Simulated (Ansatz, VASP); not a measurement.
Si2N in VASP and in Ansatz

```
N Si
1.0
     4.54182    0.00000    0.00000
    -2.27091    3.93333    0.00000
     0.00000    0.00000    6.23753
N Si
3 6
Direct
  0.50000 0.00000 0.00000
  0.50000 0.50000 0.66667
  0.00000 0.50000 0.33333
  0.15897 0.31794 0.00000
  0.84103 0.15897 0.66667
  0.68206 0.84103 0.33333
  0.84103 0.68206 0.00000
  0.15897 0.84103 0.66667
  0.31794 0.15897 0.33333
```

Alike in both runs: task single point; functional PBE; k mesh 9 × 9 × 6; occupations gaussian, width 0.0587 eV; no spin polarisation.

|  | VASP | Ansatz |
| --- | --- | --- |
| version | VASP 6.6.1 | Ansatz 0.2.0 |
| potentials or method | VASP PAW PBE potentials, release 64 (N, Si), cutoff 520 eV | PAW plane waves |
| valence electrons in the cell | 39 | 39 |

Ansatz gave:

```
pressure (GPa)                                                : -8.1
traceless stress, the component that is largest in VASP (GPa) : -1.73
rms of the force components (eV/Å)                            : 0.532
```

Task: Estimate VASP's values.

Result: Pressure (GPa): -8.2; traceless stress, the component that is largest in VASP (GPa): -1.71; rms of the force components (eV/Å): 0.530.

Atom by atom the forces differ by 0.001 eV/Å (rms over components). The functional is the same, so the differences come from potentials, cutoffs and numerics. Ansatz's warnings: structure snapped to symmetry.
